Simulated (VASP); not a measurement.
Input of a VASP 6.6.1 run:

Contents of POSCAR:

```
Mg2C
1.0
    0.0000000000      2.7109426181      2.7109426181
    2.5935588028      0.0000000000      2.7109426181
    2.5935588028      2.7109426181      0.0000000000
C Mg
1 2
Direct
    0.0000000000      0.0000000000      0.0000000000
    0.2500000000      0.2500000000      0.2500000000
    0.7500000000      0.7500000000      0.7500000000
```

INCAR.step1

```
SYSTEM = Mg2C
PREC     = Accurate       ! precision mode
ENCUT    = 520            ! plane-wave cutoff, eV
EDIFF    = 1E-5           ! SCF threshold, eV
ISMEAR   = 0              ! smearing method
SIGMA    = 0.01           ! smearing width, eV
LREAL    = .False.        ! projectors in reciprocal space
LASPH    = .True.         ! aspherical terms in the spheres
NELM     = 100            ! most SCF steps
ALGO     = Normal         ! electronic algorithm
ISIF     = 2              ! what is computed and relaxed
LWAVE    = .True.         ! write WAVECAR
LCHARG   = .False.        ! write CHGCAR
GGA      = PE             ! functional
NBANDS   = 11             ! bands
```

Contents of INCAR.step2:

```
SYSTEM = Mg2C
PREC     = Accurate       ! precision mode
ENCUT    = 520            ! plane-wave cutoff, eV
EDIFF    = 1E-7           ! SCF threshold, eV
ISMEAR   = 0              ! smearing method
SIGMA    = 0.01           ! smearing width, eV
LREAL    = .False.        ! projectors in reciprocal space
LASPH    = .True.         ! aspherical terms in the spheres
NELM     = 100            ! most SCF steps
ALGO     = Normal         ! electronic algorithm
ISIF     = 2              ! what is computed and relaxed
LWAVE    = .False.        ! write WAVECAR
LCHARG   = .False.        ! write CHGCAR
GGA      = PE             ! functional
LHFCALC  = .True.         ! exact exchange
HFSCREEN = 0.2079         ! screening, 1/A
PRECFOCK = Normal       
ISTART   = 1            
NBANDS   = 11             ! bands
```

The input KPOINTS:

```
regular mesh
0
Gamma
  6 6 6
  0 0 0
```

Potentials or basis: VASP PAW PBE potentials, release 64 (C, Mg).

Command:

```sh
$ cat potpaw_PBE.64/C/POTCAR potpaw_PBE.64/Mg/POTCAR > POTCAR
$ cp INCAR.step1 INCAR
$ mpirun -np 1 vasp_std > vasp.out
$ cp INCAR.step2 INCAR
$ mpirun -np 1 vasp_std > vasp.out
```

Question: What does it give for the band gap on the k mesh?

Answer: 1.19 eV (least direct gap 2.49 eV).

Question: Estimate the pressure.

Answer: 4.3 GPa.

Stress tensor (GPa, compression positive):
```
13.59  0.00  0.00
 0.00 -0.41  0.00
 0.00  0.00 -0.41
```

Caveat: the cell differs from its parent crystal (uniaxial x strain -4.3%); the stress differs along the axes, from -0 to 14 GPa; the structure was generated, so it needn't be the stable form of Mg2C; the PAW data sets were made with another functional, which shifts forces and pressure a little. A k mesh can miss the band edges.
